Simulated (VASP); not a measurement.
# Al3Ga5O12 (P1) in VASP: a series of runs

Runs on Al3Ga5O12. Level: PBEsol. Tasks: single point.

Program: VASP 6.6.1. These are calculated values, not measurements. Logs are shortened: lines on timing, memory, paths and dates and some standing lists are left out, and cuts for length are marked.

### 1 The cell of the first run

The typed cell holds 120 atoms: a = 12.101 Å, b = 8.996 Å, c = 11.488 Å, α = 90.00°, β = 103.85°, γ = 90.00°.

### 2 Single point, PBEsol

INCAR reads:

```
SYSTEM = Al3Ga5O12
PREC = Accurate
ENCUT = 700
EDIFF = 1E-6
ISMEAR = -1
SIGMA = 0.05
LREAL = Auto
LASPH = .TRUE.
NELM = 120
ALGO = Normal
ISIF = 2
LWAVE = .FALSE.
LCHARG = .FALSE.
GGA = PS
ISYM = -1
NBANDS = 504
GGA_COMPAT = .FALSE.
KPAR = 1
```

KPOINTS reads:

```
explicit points
1
Reciprocal
  0.25000000   0.25000000   0.25000000 1
```

POSCAR reads:

```
Al3Ga5O12
1.0
   12.1007910000      0.0000000000     -0.0108180000
    0.0000000000      8.9957320000      0.0000000000
   -2.7398660000      0.0000000000     11.1561120000
Al Ga O
18 30 72
Direct
    0.4092530000      0.1668330000      0.1012950000
    0.4100880000      0.8326170000      0.6048410000
    0.1572500000      0.5012180000      0.1578640000
    0.1590650000      0.8342960000      0.1587700000
    0.0900710000      0.9990140000      0.8983980000
    0.0879950000      0.3349400000      0.8998760000
[... 112 lines left out ...]
    0.9971450000      0.8369040000      0.1328150000
    0.9951150000      0.8330350000      0.6297690000
```

Potentials or basis: VASP PAW PBE potentials, release 64 (Al, Ga_d, O).

On the command line:

```bash
cat potpaw_PBE.64/Al/POTCAR potpaw_PBE.64/Ga_d/POTCAR potpaw_PBE.64/O/POTCAR > POTCAR
mpirun -np 4 vasp_std > vasp.out
```

OUTCAR:

```text
SYSTEM = Al3Ga5O12
   PREC = Accurate
   ENCUT = 700
   EDIFF = 1E-6
   ISMEAR = -1
   LREAL = Auto
   LASPH = .TRUE.
   NELM = 120
   ISIF = 2
   GGA = PS
   ISYM = -1

 ion  position               nearest neighbor table
   1  0.409  0.167  0.101-  50 1.79  93 1.80  91 1.83  55 1.88  20 2.98  22 3.00  15 3.28  10 3.33

   2  0.410  0.833  0.605-  96 1.79  92 1.79  53 1.82  60 1.86  19 3.00  21 3.00  14 3.27  13 3.31

   3  0.157  0.501  0.158- 117 1.92  71 1.94  69 1.97  57 1.99  83 2.02  81 2.04  23 2.99   4 3.00
                            37 3.08  38 3.11   6 3.25   8 3.25   9 3.29
   4  0.159  0.834  0.159- 119 1.91  71 1.92  67 1.92  59 1.99  79 2.03  83 2.05   3 3.00  23 3.01
                            38 3.05  14 3.08   5 3.26   8 3.29   9 3.31
   5  0.090  0.999  0.898-  66 1.79  67 1.81  62 1.83  80 1.87   8 3.01   6 3.02   4 3.26
   6  0.088  0.335  0.900-  69 1.75  64 1.80  62 1.81  82 1.88   8 2.96   5 3.02   3 3.25  15 3.32

   7  0.087  0.669  0.399-  65 1.75  63 1.79  72 1.83  83 1.91  27 2.97  28 3.01  18 3.26
   8  0.092  0.664  0.898-  84 1.79  64 1.80  71 1.81  66 1.86   6 2.96   5 3.01   3 3.25   4 3.29

   9  0.908  0.668  0.105-  89 1.80  78 1.81 117 1.82 119 1.84  29 2.97  31 3.02  12 3.24   3 3.29
                             4 3.31  18 3.36
  10  0.663  0.332  0.158-  87 1.91 103 1.91 105 1.95  93 1.96 111 2.04 109 2.04  34 2.97  12 2.98
                            44 3.00  18 3.03   1 3.33
  11  0.661  0.332  0.657- 104 1.88  88 1.91  94 1.94 106 1.95 110 2.05 112 2.10  35 2.94  13 2.97
                            46 3.05  45 3.08  16 3.27
  12  0.658  0.664  0.158-  95 1.89 105 1.90 107 1.92  89 2.00 111 2.01 113 2.04  10 2.98  18 3.02
                            34 3.04  47 3.06   9 3.24  17 3.30
  13  0.659  0.662  0.657- 106 1.86 108 1.94  96 1.95  90 1.95 112 2.02 114 2.09  11 2.97  46 3.07
                            35 3.08  48 3.08   2 3.31
  14  0.344  0.999  0.344-  97 1.89  53 1.90  49 1.94  79 2.04  55 2.05  59 2.06  38 2.93  37 3.03
                             4 3.08  23 3.11  16 3.24   2 3.27
  15  0.343  0.335  0.841- 100 1.90  52 1.95  50 1.96  58 2.02  82 2.02  56 2.04  36 3.00  39 3.00
                            25 3.05  24 3.10   1 3.28   6 3.32
  16  0.588  0.167  0.396-  99 1.76  97 1.81 104 1.82 109 1.84  43 2.97  41 3.00  14 3.24  11 3.27

  17  0.592  0.832  0.896- 107 1.84 114 1.84  98 1.84 102 1.85  40 3.01  42 3.02  12 3.30
  18  0.840  0.504  0.341-  77 1.89  75 1.92  63 1.94 111 1.99  89 2.04  87 2.07  47 2.95  12 3.02
                            10 3.03  44 3.04   7 3.26   9 3.36
  19  0.408  0.166  0.601-  49 1.75  92 1.79  94 1.84  56 1.87   2 3.00
  20  0.410  0.498  0.100-  52 1.81  93 1.81  95 1.83  57 1.88   1 2.98
  21  0.410  0.499  0.602-  51 1.79  94 1.79  96 1.80  58 1.84   2 3.00
  22  0.405  0.833  0.102-  54 1.78  59 1.80  95 1.85  91 1.86   1 3.00
  23  0.158  0.169  0.158- 115 1.91  67 1.94  69 1.94  55 2.00  81 2.06  79 2.07   3 2.99   4 3.01
                            14 3.11
  24  0.156  0.167  0.656- 116 1.87  70 1.88  68 1.94  56 2.00  82 2.07  80 2.07  15 3.10
  25  0.158  0.500  0.661- 118 1.89  72 1.91  70 1.94  82 2.01  58 2.02  84 2.06  15 3.05
  26  0.160  0.832  0.658-  72 1.91  68 1.93 120 1.94  60 2.00  84 2.04  80 2.04
  27  0.091  0.999  0.398-  68 1.79  61 1.79  65 1.81  79 1.83   7 2.97
  28  0.091  0.334  0.400-  70 1.80  63 1.81  61 1.82  81 1.85   7 3.01
  29  0.909  0.998  0.097-  74 1.76 119 1.79 115 1.84  85 1.90   9 2.97
  30  0.912  0.997  0.604- 120 1.77  86 1.85 116 1.85  73 1.87
  31  0.908  0.332  0.099-  76 1.78 115 1.81 117 1.81  87 1.87   9 3.02
  32  0.908  0.331  0.601- 116 1.80  75 1.80 118 1.82  88 1.86
  33  0.908  0.666  0.603-  77 1.80  90 1.81 120 1.82 118 1.84
  34  0.659  0.002  0.157-  91 1.89 107 1.93 103 1.93  85 1.99 113 2.09 109 2.09  10 2.97  12 3.04

  35  0.659  0.005  0.655- 104 1.88 108 1.95  92 1.97  86 1.98 110 2.02 114 2.08  11 2.94  13 3.08
[... 77 lines left out ...]
 107  0.662  0.831  0.057-  17 1.84  12 1.92  34 1.93
 108  0.667  0.832  0.554-  43 1.82  13 1.94  35 1.95
 109  0.676  0.170  0.285-  16 1.84  44 1.94  10 2.04  34 2.09
 110  0.676  0.164  0.781-  40 1.88  45 1.99  35 2.02  11 2.05
 111  0.671  0.500  0.280-  41 1.86  18 1.99  12 2.01  10 2.04
 112  0.676  0.503  0.784-  42 1.86  46 1.98  13 2.02  11 2.10
 113  0.672  0.830  0.282-  43 1.84  47 2.01  12 2.04  34 2.09
 114  0.676  0.836  0.781-  17 1.84  48 1.97  35 2.08  13 2.09
 115  0.996  0.168  0.127-  31 1.81  29 1.84  23 1.91
 116  0.998  0.170  0.630-  32 1.80  30 1.85  24 1.87
 117  0.994  0.499  0.125-  31 1.81   9 1.82   3 1.92
 118  0.997  0.497  0.627-  32 1.82  33 1.84  25 1.89
 119  0.997  0.837  0.133-  29 1.79   9 1.84   4 1.91
 120  0.995  0.833  0.630-  30 1.77  33 1.82  26 1.94

IMPORTANT INFORMATION: All symmetrisations will be switched off!
NOSYMM: (Re-)initialisation of all symmetry stuff for point group C_1.

[... 53 lines left out ...]
   NGXF,Y,Z  is equivalent  to a cutoff of  29.68, 29.57, 28.94 a.u.
 SYSTEM =  Al3Ga5O12
   PREC   = accura    normal or accurate (medium, high low for compatibility)
   ISTART =      0    job   : 0-new  1-cont  2-samecut
   ICHARG =      2    charge: 1-file 2-atom 10-const
   ISPIN  =      1    spin polarized calculation?
   LNONCOLLINEAR =      F non collinear calculations
   LSORBIT =      F    spin-orbit coupling
   LASPH  =      T    aspherical Exc in radial PAW
   ENCUT  =  700.0 eV  51.45 Ry    7.17 a.u.  26.10 19.41 24.78*2*pi/ulx,y,z
   NELM   =    120;   NELMIN=  2; NELMDL= -5     # of ELM steps
   EDIFF  = 0.1E-05   stopping-criterion for ELM
   LREAL  =      T    real-space projection
   EDIFFG = 0.1E-04   stopping-criterion for IOM
   NSW    =      0    number of steps for IOM
   IBRION =     -1    ionic relax: 0-MD 1-quasi-New 2-CG
   NFREE  =      0    steps in history (QN), initial steepest desc. (CG)
   ISIF   =      2    stress and relaxation
   ISYM   =     -1    0-nonsym 1-usesym 2-fastsym
   POTIM  = 0.5000    time-step for ionic-motion
   TEBEG  =    0.0;   TEEND  =   0.0 temperature during run
   PSTRESS=    0.0 pullay stress
   NELECT =     876.0000    total number of electrons
   NUPDOWN=      -1.0000    fix difference up-down
   EMIN   =  10.00;   EMAX   =-10.00  energy-range for DOS
   EFERMI =   0.00;   METHOD = LEGACY
   ISMEAR =    -1;   SIGMA  =   0.05  broadening in eV -4-tet -1-fermi 0-gaus
   EFERMI_NEDOS =   21; number of points for ismear=-14 and -15
   IALGO  =     38    algorithm
   IMIX   =      4    mixing-type and parameters
     AMIX     =   0.40;   BMIX     =  1.00
     AMIX_MAG =   1.60;   BMIX_MAG =  1.00
  volume/ion in A,a.u.               =      10.12        68.28
  Fermi-wavevector in a.u.,A,eV,Ry     =   1.468319  2.774720 29.333607  2.155959
  Thomas-Fermi vector in A             =   2.583831
   LORBIT       =      0    0 simple, 1 ext, 2 COOP (PROOUT), +10 PAW based schemes
   GGA     = PS    functional components
   LHFCALC =     F    Hartree Fock is set to
   AEXX    =    0.0000 exact exchange contribution
   IVDW    =     0    specifies the selected vdW correction
   LEPSILON=     F    determine dielectric tensor
   LRPA    =     F    only Hartree local field effects (RPA)
 non-spin polarized calculation
  energy-cutoff  :      700.00
  volume of cell :     1214.14
 maximum number of plane-waves:     51039
 NGX is ok and might be reduce to   108
   NGX = 53   NGY = 39   NGZ = 49

 number of electron     876.0000020 magnetization

 Free energy of the ion-electron system (eV)
  ---------------------------------------------------
  ext. energy  EPLUGINS =         0.00000000
  ---------------------------------------------------
  free energy    TOTEN  =      -827.83290916 eV

  energy without entropy =     -827.83290916  energy(sigma->0) =     -827.83290916

 E-fermi :   5.5355     XC(G=0): -11.6876

 val. band max:        4.2775509355   @ k =   0.2500   0.2500   0.2500
 cond. band min:       8.1208910871   @ k =   0.2500   0.2500   0.2500
 fundamental gap:      3.8433401516
 Fermi energy:         5.5354638883

 k-point     1 :       0.2500    0.2500    0.2500
  band No.  band energies     occupation
      1     -14.6440      2.00000
      2     -14.4903      2.00000
      3     -14.4503      2.00000
      4     -14.2596      2.00000
      5     -14.2427      2.00000
      6     -14.1245      2.00000
[... 442 lines left out ...]
    449      10.4261      0.00000
    450      10.4918      0.00000
 [bands above 450 left out]

------------------------ aborting loop because EDIFF is reached ----------------------------------------

  FORCE on cell =-STRESS in cart. coord.  units (eV):
  Direction    XX          YY          ZZ          XY          YZ          ZX
  --------------------------------------------------------------------------------------
  -------------------------------------------------------------------------------------
  Total        7.6441599      8.2932552     11.2010268     -2.6308411     -1.7187189      3.9760971
  in kB       10.0872451     10.9437923     14.7808921     -3.4716620     -2.2680240      5.2468639
  external PRESSURE =      11.9373099 kB  Pullay stress =       0.0000000 kB

 VOLUME and BASIS-vectors are now :
 -----------------------------------------------------------------------------
  energy-cutoff  :      700.00
  volume of cell :     1214.14
      direct lattice vectors                 reciprocal lattice vectors
    12.100791000  0.000000000 -0.010818000     0.082657374  0.000000000  0.020300095
     0.000000000  8.995732000  0.000000000     0.000000000  0.111163827  0.000000000
    -2.739866000  0.000000000 11.156112000     0.000080152  0.000000000  0.089656648

 POSITION                                       TOTAL-FORCE (eV/Angst)
 -----------------------------------------------------------------------------------
      4.67475      1.50078      1.12563         0.153870     -0.234724      0.345022
      3.30521      7.49000      6.74324        -0.050182     -0.084510     -0.225158
      1.47032      4.50882      1.75945         0.285953      0.107353      0.152385
      1.48980      7.50510      1.76954        -0.127176     -0.068687      0.052820
     -1.37156      8.98686     10.02165         0.387784      0.243226     -0.070474
     -1.40073      3.01303     10.03817         0.422525     -0.259793     -1.017510
[... 112 lines left out ...]
     11.70235      7.52856      1.47091         0.358406     -2.002878     -0.269293
     10.31620      7.49376      7.01501         0.757706     -0.562207      0.086181
 -----------------------------------------------------------------------------------
    total drift:                                0.027027     -0.010752      0.006589

  FREE ENERGIE OF THE ION-ELECTRON SYSTEM (eV)
  ---------------------------------------------------
  free  energy   TOTEN  =      -827.8329091626 eV

  energy  without entropy=     -827.8329091626  energy(sigma->0) =     -827.83290916
```

Wall time 13 min (4 MPI ranks of Intel Xeon Platinum 8488C (Sapphire Rapids), shared host); peak memory 0.73 GiB.

Results:

| Property | Result |
| --- | --- |
| Free energy | -827.8329 eV |
| Pressure | 1.2 GPa |
| Largest force | 2.363 eV/Å |
| Band gap on the k mesh | 3.84 eV |

Forces on the atoms (eV/Å):
```
Al   0.154 -0.235  0.345
Al  -0.050 -0.085 -0.225
Al   0.286  0.107  0.152
Al  -0.127 -0.069  0.053
Al   0.388  0.243 -0.070
Al   0.423 -0.260 -1.018
Al   1.138 -0.883  0.057
Al  -0.561  0.789  0.487
Al   0.818 -0.021 -0.721
Al  -0.799  0.289 -0.269
Al  -0.697  0.307  0.086
Al  -0.298  0.503 -0.275
Al  -0.356  0.798  0.214
Al  -0.593  0.409  0.028
Al  -0.589 -0.023 -0.063
Al   0.451 -0.287  0.317
Al  -0.430 -0.179  0.335
Al   0.348 -0.498  0.424
Ga  -0.085  0.729  1.202
Ga  -0.282  0.330  0.507
Ga  -0.272  0.213  0.078
Ga   1.369 -0.069  0.038
Ga   0.139 -0.145  0.129
Ga   0.567 -0.202  0.471
Ga   0.290 -0.249 -0.070
Ga  -0.164  0.105  0.103
Ga   0.225 -0.052 -0.396
Ga   0.125 -0.128 -0.141
Ga  -0.118  0.553  1.484
Ga  -0.536  0.973 -1.003
Ga  -0.174  0.148  0.783
Ga  -0.081  0.440  0.051
Ga   0.463 -0.310 -0.225
Ga  -0.042 -0.510 -0.023
Ga  -0.467 -0.978  0.182
Ga  -0.050 -0.180  0.209
Ga  -0.366  0.222  0.382
Ga  -1.180 -1.151  0.284
Ga   0.380  0.010  0.009
Ga   0.472  0.217 -0.326
Ga  -0.482  0.161 -0.858
Ga   0.714  1.194 -0.182
Ga   0.749 -1.410  0.348
Ga   0.591  0.246  0.754
Ga  -0.497  0.259 -0.220
Ga  -0.587  0.822  0.036
Ga  -0.364  0.281  0.737
Ga  -0.428 -0.455 -0.033
O   -0.427 -0.726 -2.176
O    0.436  1.246  0.553
O   -0.183 -0.157 -1.050
O   -0.153 -1.511 -0.446
O    0.192  0.925  0.614
O   -0.287  0.141 -0.718
O    1.079 -0.684 -0.654
O    0.224  0.805  0.305
O   -0.324  0.095 -0.593
O   -0.651 -0.653  0.747
O   -1.249  0.886  0.845
O    0.931  0.279 -1.375
O   -0.827  0.569 -0.266
O    1.502 -0.139  0.454
O   -0.702  1.257 -0.488
O    1.469 -0.136  0.361
O   -0.273 -0.852  0.194
O    1.508 -0.512  0.538
O   -0.523 -0.709 -0.714
O    0.288 -0.038  0.834
O   -0.415  0.900  0.481
O    0.606  0.347 -0.187
O   -0.804 -0.212 -0.306
O   -0.212  0.305 -1.593
O   -0.024 -0.197  1.004
O   -0.529  0.067 -0.842
O   -0.331  0.611 -0.859
O   -0.304 -0.534 -0.636
O   -0.121 -0.498 -1.058
O    0.375  0.211  1.018
O    1.488 -0.529 -0.425
O   -1.470  0.124  0.781
O    0.101  0.392 -0.841
O   -0.143 -0.036  1.586
O   -1.081  0.270  0.154
O   -0.431 -0.303  0.391
O    0.233  0.064 -0.807
O    0.413  0.211 -0.011
O   -0.196  0.624  0.051
O   -0.039 -0.179 -0.246
O   -0.203 -0.843 -0.178
O   -0.759 -0.067  0.363
O   -1.382  1.138 -0.108
O    0.415 -1.625  0.217
O    0.635 -1.130 -0.194
O    1.586 -0.608  0.393
O    0.603  0.064  0.272
O    1.195  1.359  0.277
O   -0.937  2.141 -0.352
O    0.632 -1.798  0.223
O    0.345 -0.304  0.135
O   -1.668 -1.246 -0.270
O    1.038 -0.088  0.034
O    0.897  1.837  0.348
O    0.227  0.788  0.882
O   -0.061  0.788 -1.227
O   -0.028 -0.424  1.749
O    0.078 -0.551  1.460
O   -0.070 -0.611 -1.281
O   -0.226 -0.530  0.603
O   -1.263  0.283 -0.236
O   -0.464  0.850 -0.155
O    1.064  0.146 -0.467
O   -0.155 -0.228 -1.326
O    0.399 -0.422 -0.633
O   -1.255 -0.696  0.365
O    0.031 -0.258  0.028
O   -0.580 -1.073 -0.030
O    0.637  1.452  0.322
O   -0.405  0.522  0.181
O    0.358 -2.003 -0.269
O    0.758 -0.562  0.086
```

Stress tensor (GPa, compression positive):
```
 1.01 -0.35  0.52
-0.35  1.09 -0.23
 0.52 -0.23  1.48
```

Caveat: the PAW data sets were made with another functional, which shifts forces and pressure a little; a shifted mesh leaves out Γ, where band edges can lie. A k mesh can miss the band edges.

### 3 Single point, PBEsol

INCAR reads:

```
PREC = Accurate
ENCUT = 700
EDIFF = 1E-6
ISMEAR = -1
SIGMA = 0.05
LREAL = Auto
LASPH = True
NELM = 120
ALGO = Normal
ISIF = 2
LWAVE = False
LCHARG = True
GGA = PS
LELF = True
LVHAR = True
ISYM = -1
NBANDS = 504
GGA_COMPAT = False
KPAR = 1
```

KPOINTS is that of step 2.

POSCAR reads:

```
Al3Ga5O12
1.0
   12.1092663613      0.0000000000     -0.0099718412
    0.0000000000      8.9950249545      0.0000000000
   -2.7410037879      0.0000000000     11.1573486182
Al Ga O
18 30 72
Direct
    0.4118000000      0.1682530000      0.1027710000
    0.4096880000      0.8334550000      0.6015800000
    0.1583530000      0.5022580000      0.1563710000
    0.1582760000      0.8316250000      0.1577280000
    0.0902260000      0.9986460000      0.8976190000
    0.0916000000      0.3345860000      0.8978700000
[... 112 lines left out ...]
    0.9982080000      0.8271940000      0.1307880000
    0.9954070000      0.8322710000      0.6262270000
```

Potentials or basis: VASP PAW PBE potentials, release 64 (Al, Ga_d, O).

On the command line:

```bash
cat potpaw_PBE.64/Al/POTCAR potpaw_PBE.64/Ga_d/POTCAR potpaw_PBE.64/O/POTCAR > POTCAR
mpirun -np 4 vasp_std > vasp.out
```

Wall time 12 min (4 MPI ranks of Intel Xeon Platinum 8488C (Sapphire Rapids), shared host); peak memory 0.73 GiB.

Results (log left out):

```
Free energy            : -831.2823 eV
Pressure               : 0.0 GPa
Largest force          : 0.030 eV/Å
Band gap on the k mesh : 3.73 eV
```

Forces on the atoms (eV/Å):
```
Al  -0.015 -0.003  0.009
Al  -0.012  0.000  0.006
Al  -0.005  0.000  0.003
Al  -0.001 -0.001  0.005
Al   0.007 -0.001 -0.012
Al   0.005 -0.004 -0.010
Al   0.016 -0.001 -0.010
Al   0.010  0.001 -0.009
Al  -0.016  0.000  0.009
Al   0.002  0.000  0.007
Al  -0.001 -0.003  0.000
Al   0.003  0.002  0.009
Al  -0.003  0.002  0.001
Al   0.003  0.002 -0.004
Al  -0.001 -0.003 -0.005
Al   0.013 -0.002 -0.010
Al   0.013  0.002 -0.010
Al   0.003  0.000 -0.003
Ga   0.002  0.006 -0.004
Ga   0.002  0.006 -0.001
Ga  -0.001 -0.010 -0.008
Ga  -0.007 -0.006  0.004
Ga  -0.017  0.004 -0.019
Ga  -0.016  0.000 -0.025
Ga  -0.015  0.000 -0.019
Ga  -0.021  0.000 -0.013
Ga   0.002 -0.002 -0.003
Ga   0.005 -0.005  0.003
Ga   0.005  0.009 -0.004
Ga   0.005 -0.004  0.001
Ga  -0.003 -0.007  0.002
Ga   0.001 -0.010 -0.009
Ga   0.004  0.007 -0.009
Ga  -0.015  0.002 -0.007
Ga  -0.012  0.000 -0.019
Ga   0.007  0.001  0.016
Ga   0.013 -0.006  0.018
Ga   0.019  0.000  0.020
Ga   0.009  0.006  0.023
Ga   0.004 -0.001  0.001
Ga   0.005  0.002  0.007
Ga  -0.009  0.001  0.006
Ga   0.001 -0.006  0.007
Ga   0.019  0.001  0.016
Ga   0.010  0.005  0.023
Ga   0.013 -0.002  0.016
Ga   0.019 -0.003  0.020
Ga   0.014  0.001  0.017
O   -0.003 -0.019  0.014
O   -0.004  0.015 -0.006
O   -0.008  0.001  0.024
O   -0.003 -0.017  0.011
O   -0.001  0.019 -0.003
O   -0.008  0.000  0.023
O    0.018 -0.022  0.004
O    0.018  0.023  0.005
O    0.000  0.000 -0.026
O    0.016 -0.023  0.002
O   -0.005  0.019 -0.014
O    0.020 -0.002 -0.015
O    0.005  0.001  0.002
O    0.001  0.002 -0.005
O   -0.021 -0.011 -0.006
O   -0.006  0.001 -0.002
O   -0.004  0.014 -0.004
O   -0.002  0.001 -0.003
O    0.003 -0.018  0.006
O    0.002 -0.001 -0.021
O    0.003  0.019  0.010
O    0.005 -0.001 -0.023
O    0.001  0.002  0.010
O    0.009  0.003 -0.009
O   -0.007  0.000  0.024
O   -0.006 -0.002  0.022
O   -0.001  0.014  0.015
O   -0.005 -0.001  0.020
O    0.003 -0.018  0.015
O   -0.003  0.001  0.009
O    0.004 -0.019  0.010
O   -0.015 -0.003  0.015
O   -0.019  0.023 -0.001
O    0.006  0.003  0.025
O   -0.020  0.001 -0.022
O   -0.020  0.002  0.021
O    0.015 -0.002 -0.020
O    0.015  0.001 -0.021
O   -0.009  0.021 -0.011
O   -0.007  0.000 -0.023
O   -0.012 -0.022 -0.008
O   -0.007  0.001 -0.028
O    0.005 -0.015  0.002
O    0.003  0.014  0.004
O    0.024  0.016  0.005
O    0.008  0.003  0.002
O    0.006  0.001  0.001
O    0.022 -0.012  0.006
O   -0.022 -0.009 -0.005
O    0.003  0.013  0.002
O   -0.002  0.013 -0.004
O   -0.006 -0.001 -0.001
O    0.007  0.004  0.001
O    0.000 -0.014 -0.002
O    0.003  0.017 -0.010
O    0.007  0.016  0.007
O   -0.003  0.000 -0.002
O   -0.001  0.002  0.001
O    0.006 -0.019  0.003
O    0.005 -0.015 -0.007
O   -0.020  0.016 -0.006
O   -0.018  0.017 -0.002
O    0.012  0.004 -0.012
O   -0.020  0.000 -0.018
O   -0.016 -0.018 -0.002
O   -0.017 -0.019 -0.006
O   -0.011  0.000 -0.007
O   -0.010 -0.002 -0.002
O    0.020 -0.015  0.004
O   -0.009  0.000 -0.003
O    0.021  0.017  0.003
O   -0.010 -0.002 -0.003
```

Stress tensor (GPa, compression positive):
```
-0.10 -0.05  0.02
-0.05  0.08  0.03
 0.02  0.03 -0.03
```

Levels at points of the mesh, in eV from the valence-band top:
| k point | band 434 | band 435 | band 436 | band 437 | band 438 | band 439 | band 440 | band 441 | band 442 | band 443 |
| --- | --- | --- | --- | --- | --- | --- | --- | --- | --- | --- |
| (0.25, 0.25, 0.25) | -0.17 | -0.14 | -0.14 | -0.06 | 0.00 | 3.73 | 4.45 | 4.63 | 5.20 | 5.46 |

Caveat: the PAW data sets were made with another functional, which shifts forces and pressure a little; a shifted mesh leaves out Γ, where band edges can lie. A k mesh can miss the band edges.
